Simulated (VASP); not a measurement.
Write the native input for VASP 6.6.1 that does the following.

| Property | Result |
| --- | --- |
| Task | single point |
| Functional | pbe exchange, pbesol correlation |
| Potentials or basis | VASP PAW PBE potentials, release 64 (Ge_d) |
| Cutoff | 500 eV |
| k mesh | 8 × 8 × 8 |
| Occupations | gaussian, width 0.15 eV |
| Spin | collinear spin |
| Starting moments | [0.5, -0.5] μB |
| Dipole correction | no |
| Further INCAR settings | ALGO = Normal; EDIFF = 1e-06; NBANDS = 25 |

The structure of Ge lies in POSCAR:

```
Ge
1.0
    0.0000000000      2.8289100000      2.8289100000
    2.8289100000      0.0000000000      2.8289100000
    2.8289100000      2.8289100000      0.0000000000
Ge
2
Direct
    0.7500000000      0.7500000000      0.7500000000
    0.5000000000      0.5000000000      0.5000000000
```

The input as run:

INCAR

```
PREC = Accurate
ENCUT = 500
EDIFF = 1E-6
ISMEAR = 0
SIGMA = 0.15
LREAL = False
LASPH = True
NELM = 200
ALGO = Normal
ISIF = 2
LWAVE = False
LCHARG = False
ISPIN = 2
MAGMOM = 0.5 -0.5
LORBIT = 11
GGA = LIBXC
LIBXC1 = GGA_X_PBE
LIBXC2 = GGA_C_PBE_SOL
NBANDS = 25
GGA_COMPAT = False
```

KPOINTS

```
regular mesh
0
Gamma
  8 8 8
```

Potentials or basis: VASP PAW PBE potentials, release 64 (Ge_d).

Run with:

```console
$ cat potpaw_PBE.64/Ge_d/POTCAR > POTCAR
$ mpirun -np 1 vasp_std > vasp.out
```

Results of the run:

```
Pressure                                              : 4.2 GPa
Band gap on the k mesh                                : zero (filled and empty bands touch)
Net moment                                            : 0.00 μB per cell
Valence electrons inside the program's atomic spheres : Ge 12.42
```

Caveat: the cell stands under pressure; semilocal functionals underestimate gaps, so a narrow gap can read as zero; the PAW data sets were made with another functional, which shifts forces and pressure a little.

Wall time 28 s on 1 thread of Intel(R) Xeon(R) 6975P-C (Granite Rapids) (shared host), peak memory 0.2 GiB.
